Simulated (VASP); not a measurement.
Set up this calculation in VASP 6.6.1, as the native input.

```yaml
Task: single point
Functional: PBE
Potentials_or_basis: VASP PAW PBE potentials, release 64 (Re)
Cutoff: 520 eV
k_mesh: 21 × 21 × 12
Occupations: fermi-dirac, width 0.1 eV
Spin: no spin polarisation
Dipole_correction: no
Further_INCAR_settings: ALGO = Normal; EDIFF = 1e-06; NBANDS = 14
```

The structure of Re lies in POSCAR:

```
Re
1.0
    2.6610306311      0.0000000000      0.0000000000
   -1.3305153156      2.3045201268      0.0000000000
    0.0000000000      0.0000000000      4.2919758956
Re
2
Direct
    0.3333333333      0.6666666667      0.2500000000
    0.6666666667      0.3333333333      0.7500000000
```

One way to write it, as run:

INCAR

```
SYSTEM = Re
PREC = Accurate
ENCUT = 520
EDIFF = 1E-6
ISMEAR = -1
SIGMA = 0.1
LREAL = .FALSE.
LASPH = .TRUE.
NELM = 80
ALGO = Normal
ISIF = 2
LWAVE = .FALSE.
LCHARG = .FALSE.
GGA = PE
NBANDS = 14
```

KPOINTS

```
regular mesh
0
G
  21 21 12
  0 0 0
```

Potentials or basis: VASP PAW PBE potentials, release 64 (Re).

The run is started by

```bash
$ cat potpaw_PBE.64/Re/POTCAR > POTCAR
$ mpirun -np 1 vasp_std > vasp.out
```

It gave:

```
Pressure               : 62.4 GPa
Band gap on the k mesh : zero (bands 7 and 8 overlap by 4.02 eV)
```

Caveat: the cell stands under pressure; spin-orbit coupling is left out, which moves the levels of the heavy elements.

Run time: 120 s on 1 thread of Intel Xeon 8259CL (shared host), peak memory 0.23 GiB.
